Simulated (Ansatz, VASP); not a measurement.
# Ti in VASP and in Ansatz

```
CELL_PARAMETERS angstrom
-1.50972 1.50972 1.64100
1.50972 -1.50972 1.64100
1.50972 1.50972 -1.64100
ATOMIC_POSITIONS crystal
Ti 0.00000 0.00000 0.00000
```

Change from the starting cell: strain -0.080 along x and y, +0.000 along z, atoms carried along.

Alike in both runs: task single point; functional PBE; k mesh 14 × 14 × 14; occupations gaussian, width 0.15 eV; no spin polarisation.

```csv
,VASP,Ansatz
version,VASP 6.6.1,Ansatz 0.2.0
potentials or method,"VASP PAW PBE potentials, release 64 (Ti_sv), cutoff 500 eV","scalar-relativistic, plane waves, PAW"
valence electrons in the cell,12,12
```

|  | VASP | Ansatz | Ansatz less VASP |
| --- | --- | --- | --- |
| gap on the k mesh at the Fermi level (eV) | none | none | - |
| pressure (GPa) | 19.0 | 19.6 | +0.57 |
| traceless stress, the component that is largest in VASP (GPa) | 0.67 | 0.65 | -0.019 |

A gap of «none» marks a metal or a gap that the smearing closes. The functional is the same, so the differences come from potentials, cutoffs and numerics.
